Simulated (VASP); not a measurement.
# Mg8O9 (a cell with a defect) in VASP: single point with LDA

Aim: the single point of Mg8O9 (a cell with a defect) with LDA.

All numbers are computed with VASP 6.6.1; they aren't measurements. Logs are shortened: lines on timing, memory, paths and dates and some standing lists are left out, and cuts for length are marked.

## 1. The cell of the first run

The cell holds a defect, 17 atoms: a = 5.514 Å, b = 5.514 Å, c = 5.514 Å, α = 60.00°, β = 60.00°, γ = 60.00°.

## 2. Single point, LDA, collinear spin

INCAR

```
SYSTEM = Mg8O9
ALGO     = Normal         ! electronic algorithm
EDIFF    = 1E-6           ! SCF threshold, eV
ENCUT    = 520            ! plane-wave cutoff, eV
ISIF     = 2              ! what is computed and relaxed
ISMEAR   = -1             ! smearing method
ISPIN    = 2              ! spin polarisation
LASPH    = .True.         ! aspherical terms in the spheres
LCHARG   = .False.        ! write CHGCAR
LORBIT   = 11             ! projections on sites
LREAL    = Auto         
LWAVE    = .False.        ! write WAVECAR
MAGMOM   = 0 0 0 0 0 0 0 0 0 0 0 0 0 0 0 0 1 ! initial moments
NBANDS   = 53             ! bands
NELM     = 150            ! most SCF steps
PREC     = Accurate       ! precision mode
SIGMA    = 0.05           ! smearing width, eV
```

KPOINTS

```
k-points
0
Gamma
  2 2 2
  0 0 0
```

POSCAR

```
Mg8O9
1.0
    0.0000000000      3.8990000000      3.8990000000
    3.8990000000      0.0000000000      3.8990000000
    3.8990000000      3.8990000000      0.0000000000
Mg O
8 9
Direct
    0.0175686073      0.0394973070     -0.0177481405
    0.0677609643      0.0451141318      0.4651449090
    0.0150294947      0.5963067453     -0.0869710182
    0.0530264170      0.5507950757      0.4352782765
    0.5455116697      0.0258143114     -0.0365606566
    0.4946140036      0.0549115158      0.4494998718
    0.5216337522      0.5739548602     -0.0764426776
    0.5188509874      0.5240061554      0.4794049756
    0.2815080790      0.2982303155      0.1878686843
    0.2830469351      0.2855347525      0.6852013337
    0.2705052578      0.8035393691      0.2369068992
    0.2637086432      0.8083098230      0.7173121313
    0.7836496538      0.1724929469      0.3117850731
    0.7871633752      0.2829058733      0.7127340344
    0.7624519107      0.8006668377      0.2405232111
    0.7603231598      0.8140035907      0.7147986663
    0.7744806361      0.4254937163      1.0899717876
```

Potentials or basis: VASP PAW LDA potentials, release 64 (Mg, O).

Run with:

```bash
$ cat potpaw_LDA.64/Mg/POTCAR potpaw_LDA.64/O/POTCAR > POTCAR
$ mpirun -np 1 vasp_std > vasp.out
```

OUTCAR:

```text
SYSTEM = Mg8O9
   EDIFF = 1E-6
   ENCUT = 520
   ISIF = 2
   ISMEAR = -1
   ISPIN = 2
   LASPH = .True.
   LORBIT = 11
   LREAL = Auto
   NELM = 150
   PREC = Accurate

 ion  position               nearest neighbor table
   1  0.018  0.039  0.982-  13 1.88  15 1.93  12 1.94  14 1.95  11 1.98  10 2.01  17 2.07   4 2.60
                             3 2.66   7 2.69   5 2.70   2 2.71   6 2.74   6 2.79   5 2.82   2 2.83
   2  0.068  0.045  0.465-  12 1.76  13 1.81   9 1.84  11 1.84  14 1.90  16 2.11   6 2.34   3 2.49
                            17 2.63   4 2.67   8 2.70   5 2.71   1 2.71   5 2.82   1 2.83   8 2.85
   3  0.015  0.596  0.913-  17 1.62  16 1.77  12 1.81  15 2.10  10 2.11   9 2.12   5 2.49   2 2.49
                             8 2.61  13 2.64   1 2.66   4 2.67   7 2.76   7 2.76   4 2.87   1 2.89
   4  0.053  0.551  0.435-  11 1.85  10 1.88  15 1.91   9 1.95  14 2.08  16 2.12   6 2.59   1 2.60
                             8 2.62   3 2.67   2 2.67   7 2.71   7 2.82   2 2.85   3 2.87   8 2.91
   5  0.546  0.026  0.963-  16 1.80  15 1.94   9 1.94  14 1.95  11 1.95  10 2.11   3 2.49   6 2.63
                             7 2.68   1 2.70   2 2.71   8 2.71  17 2.73   8 2.81   2 2.82   1 2.82
   6  0.495  0.055  0.449-  13 1.69  15 1.82  10 1.82   9 1.86  12 1.87  16 2.07   2 2.34  17 2.56
                             4 2.59   5 2.63   7 2.64   1 2.74   8 2.74   8 2.79   1 2.79   7 2.88
   7  0.522  0.574  0.924-  17 1.69  12 1.82  16 1.87  14 1.97   9 2.01  11 2.13  13 2.59   8 2.61
                             6 2.64   5 2.68   1 2.69   4 2.71   3 2.76   3 2.76   4 2.82   1 2.85
   8  0.519  0.524  0.479-  10 1.86  11 1.92  14 1.96  15 2.03  12 2.04  17 2.07  13 2.09   7 2.61
                             3 2.61   4 2.62   2 2.70   5 2.71   6 2.74   6 2.79   5 2.81   2 2.85
   9  0.282  0.298  0.188-   2 1.84   6 1.86   5 1.94   4 1.95   7 2.01   3 2.12
  10  0.283  0.286  0.685-   6 1.82   8 1.86   4 1.88   1 2.01   5 2.11   3 2.11
  11  0.271  0.804  0.237-   2 1.84   4 1.85   8 1.92   5 1.95   1 1.98   7 2.13
  12  0.264  0.808  0.717-   2 1.76   3 1.81   7 1.82   6 1.87   1 1.94   8 2.04
  13  0.784  0.172  0.312-  17 1.32   6 1.69   2 1.81   1 1.88   8 2.09   7 2.59   3 2.64
  14  0.787  0.283  0.713-   2 1.90   5 1.95   1 1.95   8 1.96   7 1.97   4 2.08
  15  0.762  0.801  0.241-   6 1.82   4 1.91   1 1.93   5 1.94   8 2.03   3 2.10
  16  0.760  0.814  0.715-   3 1.77   5 1.80   7 1.87   6 2.07   2 2.11   4 2.12
  17  0.774  0.425  0.090-  13 1.32   3 1.62   7 1.69   8 2.07   1 2.07   6 2.56   2 2.63   5 2.73

  LATTYP: Found a face centered cubic cell.
 ALAT       =     7.7980000000

  Lattice vectors:

 A1 = (   0.0000000000,   3.8990000000,   3.8990000000)
 A2 = (   3.8990000000,   0.0000000000,   3.8990000000)
 A3 = (   3.8990000000,   3.8990000000,   0.0000000000)

Analysis of symmetry for initial positions (statically):
=====================================================================
 Subroutine PRICEL returns:
 Original cell was already a primitive cell.

 Routine SETGRP: Setting up the symmetry group for a
 face centered cubic supercell.

 Subroutine GETGRP returns: Found  1 space group operations
 (whereof  1 operations were pure point group operations)
 out of a pool of 48 trial point group operations.

The static configuration has the point symmetry C_1 .

Analysis of symmetry for dynamics (positions and initial velocities):
=====================================================================
 Subroutine PRICEL returns:
 Original cell was already a primitive cell.

 Routine SETGRP: Setting up the symmetry group for a
 face centered cubic supercell.

 Subroutine GETGRP returns: Found  1 space group operations
 (whereof  1 operations were pure point group operations)
 out of a pool of 48 trial point group operations.

The dynamic configuration has the point symmetry C_1 .

Analysis of structural, dynamic, and magnetic symmetry:
=====================================================================
 Subroutine PRICEL returns:
 Original cell was already a primitive cell.

 Routine SETGRP: Setting up the symmetry group for a
 face centered cubic supercell.

 Subroutine GETGRP returns: Found  1 space group operations
 (whereof  1 operations were pure point group operations)
 out of a pool of 48 trial point group operations.

The overall configuration has the point symmetry C_1 .

 Subroutine INISYM returns: Found  1 space group operations
 (whereof  1 operations are pure point group operations),
 and found     1 'primitive' translations

----------------------------------------------------------------------------------------

                                     Primitive cell

[... 99 lines left out ...]
   LSORBIT =      F    spin-orbit coupling
   LASPH  =      T    aspherical Exc in radial PAW
   ENCUT  =  520.0 eV  38.22 Ry    6.18 a.u.  10.25 10.25 10.25*2*pi/ulx,y,z
   NELM   =    150;   NELMIN=  2; NELMDL= -5     # of ELM steps
   EDIFF  = 0.1E-05   stopping-criterion for ELM
   LREAL  =      T    real-space projection
   EDIFFG = 0.1E-04   stopping-criterion for IOM
   NSW    =      0    number of steps for IOM
   IBRION =     -1    ionic relax: 0-MD 1-quasi-New 2-CG
   NFREE  =      0    steps in history (QN), initial steepest desc. (CG)
   ISIF   =      2    stress and relaxation
   ISYM   =      2    0-nonsym 1-usesym 2-fastsym
   POTIM  = 0.5000    time-step for ionic-motion
   TEBEG  =    0.0;   TEEND  =   0.0 temperature during run
   PSTRESS=    0.0 pullay stress
   NELECT =      70.0000    total number of electrons
   NUPDOWN=      -1.0000    fix difference up-down
   EMIN   =  10.00;   EMAX   =-10.00  energy-range for DOS
   EFERMI =   0.00;   METHOD = LEGACY
   ISMEAR =    -1;   SIGMA  =   0.05  broadening in eV -4-tet -1-fermi 0-gaus
   EFERMI_NEDOS =   21; number of points for ismear=-14 and -15
   IALGO  =     38    algorithm
   IMIX   =      4    mixing-type and parameters
     AMIX     =   0.40;   BMIX     =  1.00
     AMIX_MAG =   1.60;   BMIX_MAG =  1.00
  volume/ion in A,a.u.               =       6.97        47.06
  Fermi-wavevector in a.u.,A,eV,Ry     =   1.373444  2.595433 25.665327  1.886348
  Thomas-Fermi vector in A             =   2.498960
   LORBIT       =     11    0 simple, 1 ext, 2 COOP (PROOUT), +10 PAW based schemes
   GGA     = CA    functional components
   LHFCALC =     F    Hartree Fock is set to
   AEXX    =    0.0000 exact exchange contribution
   IVDW    =     0    specifies the selected vdW correction
   LEPSILON=     F    determine dielectric tensor
   LRPA    =     F    only Hartree local field effects (RPA)
 spin polarized calculation
  energy-cutoff  :      520.00
  volume of cell :      118.55
 maximum number of plane-waves:      3250
 NGX is ok and might be reduce to    42
   NGX = 21   NGY = 21   NGZ = 21

 number of electron      70.0000001 magnetization       0.0000063

 number of electron      70.0000001 magnetization      -0.0000079

 Free energy of the ion-electron system (eV)
  ---------------------------------------------------
  ext. energy  EPLUGINS =         0.00000000
  ---------------------------------------------------
  free energy    TOTEN  =      -100.56570559 eV

  energy without entropy =     -100.56570559  energy(sigma->0) =     -100.56570559

 E-fermi :   8.0877     XC(G=0): -13.0264

 val. band max:        6.9990994841   @ k =   0.0000   0.5000   0.5000
 cond. band min:      12.4757176170   @ k =   0.0000   0.0000   0.0000
 fundamental gap:      5.4766181328
 Fermi energy:         8.0876882282

 spin component 1

 k-point     1 :       0.0000    0.0000    0.0000
  band No.  band energies     occupation
      1     -17.9013      1.00000
      2     -12.9345      1.00000
      3     -11.5537      1.00000
      4     -11.0051      1.00000
      5     -10.8126      1.00000
      6     -10.7442      1.00000
[... 389 lines left out ...]
     46      17.8516      0.00000
     47      18.0281      0.00000
 Fermi energy:         8.0876882282

 spin component 2

 k-point     1 :       0.0000    0.0000    0.0000
  band No.  band energies     occupation
      1     -17.9013      1.00000
      2     -12.9345      1.00000
      3     -11.5537      1.00000
      4     -11.0051      1.00000
      5     -10.8126      1.00000
      6     -10.7442      1.00000
[... 389 lines left out ...]
     46      17.8516      0.00000
     47      18.0281      0.00000
 [bands above 47 left out]

------------------------ aborting loop because EDIFF is reached ----------------------------------------

  FORCE on cell =-STRESS in cart. coord.  units (eV):
  Direction    XX          YY          ZZ          XY          YZ          ZX
  --------------------------------------------------------------------------------------
  -------------------------------------------------------------------------------------
  Total       50.2054223     69.6753928     73.9132510     -1.9514353     -1.1305369      1.8448420
  in kB      678.5338309    941.6734087    998.9487002    -26.3739411    -15.2793766     24.9333170
  external PRESSURE =     873.0519799 kB  Pullay stress =       0.0000000 kB

 VOLUME and BASIS-vectors are now :
 -----------------------------------------------------------------------------
  energy-cutoff  :      520.00
  volume of cell :      118.55
      direct lattice vectors                 reciprocal lattice vectors
     0.000000000  3.899000000  3.899000000    -0.128238010  0.128238010  0.128238010
     3.899000000  0.000000000  3.899000000     0.128238010 -0.128238010  0.128238010
     3.899000000  3.899000000  0.000000000     0.128238010  0.128238010 -0.128238010

 POSITION                                       TOTAL-FORCE (eV/Angst)
 -----------------------------------------------------------------------------------
      3.98380      3.89830      0.22250         0.291393     -0.259985      1.468268
      1.98950      2.07780      0.44010         0.801706     -3.193952     -1.947296
      5.88490      3.61850      2.38360        -0.600237      4.459032      3.505030
      3.84470      1.90390      2.35430         1.523774     -0.999779     -2.254684
      3.85710      5.88340      2.22760         1.550464     -1.646215     -0.026717
      1.96670      3.68110      2.14260         0.169076      1.869008     -2.066179
[... 9 lines left out ...]
      5.96080      5.75150      6.13830        -2.106440     -1.627773      0.716623
      2.00980      3.37050      4.67870         0.713136      0.035707     -1.895868
 -----------------------------------------------------------------------------------
    total drift:                               -0.000841     -0.009698     -0.001824

  FREE ENERGIE OF THE ION-ELECTRON SYSTEM (eV)
  ---------------------------------------------------
  free  energy   TOTEN  =      -100.5657055932 eV

  energy  without entropy=     -100.5657055931  energy(sigma->0) =     -100.56570559

 total charge

# of ion       s       p       d       tot
------------------------------------------
    1        0.191   0.282   0.150   0.623
    2        0.234   0.362   0.197   0.794
    3        0.242   0.371   0.206   0.819
    4        0.201   0.291   0.146   0.637
    5        0.204   0.299   0.152   0.656
    6        0.243   0.383   0.214   0.840
[... 9 lines left out ...]
   16        1.550   3.723   0.000   5.272
   17        1.598   3.739   0.000   5.337
--------------------------------------------------
tot         15.737  36.010   1.389  53.136

 magnetization (x)

# of ion       s       p       d       tot
------------------------------------------
    1       -0.000  -0.000  -0.000  -0.000
    2       -0.000  -0.000  -0.000  -0.000
    3        0.000   0.000   0.000   0.000
    4        0.000   0.000   0.000   0.000
    5        0.000   0.000   0.000   0.000
    6       -0.000  -0.000  -0.000  -0.000
[... 9 lines left out ...]
   16        0.000  -0.000   0.000   0.000
   17       -0.000  -0.000   0.000  -0.000
--------------------------------------------------
tot         -0.000  -0.000   0.000  -0.000
```

Wall time 2.6 min (1 thread of AMD EPYC 9R45 (Zen 5), shared host); peak memory 0.22 GiB.

What came out:

| Property | Result |
| --- | --- |
| Free energy | -100.5657 eV |
| Pressure | 87.3 GPa |
| Largest force | 5.703 eV/Å |
| Band gap on the k mesh | 5.48 eV |
| Net moment | 0.00 μB per cell |
| Valence electrons inside the program's atomic spheres | Mg 0.62, 0.79, 0.82, 0.64, 0.66, 0.84, 0.75, 0.60; O 5.23, 5.24, 5.25, 5.33, 5.30, 5.22, 5.27, 5.34 |

Forces on the atoms (eV/Å):
```
Mg   0.291 -0.260  1.468
Mg   0.802 -3.194 -1.947
Mg  -0.600  4.459  3.505
Mg   1.524 -1.000 -2.255
Mg   1.550 -1.646 -0.027
Mg   0.169  1.869 -2.066
Mg  -0.209 -2.008 -1.491
Mg  -1.099  0.586  2.021
O    0.663 -1.393  1.600
O    2.923  0.965 -0.653
O   -2.551 -0.563  0.679
O   -0.661  1.581 -0.058
O    0.962  3.316  0.532
O    0.803 -0.618  0.496
O   -3.174 -0.502 -0.625
O   -2.106 -1.628  0.717
O    0.713  0.036 -1.896
```

Stress tensor (GPa, compression positive):
```
67.85 -2.64  2.49
-2.64 94.17 -1.53
 2.49 -1.53 99.89
```

Caveat: the k points lie up to 0.70 Å⁻¹ apart.
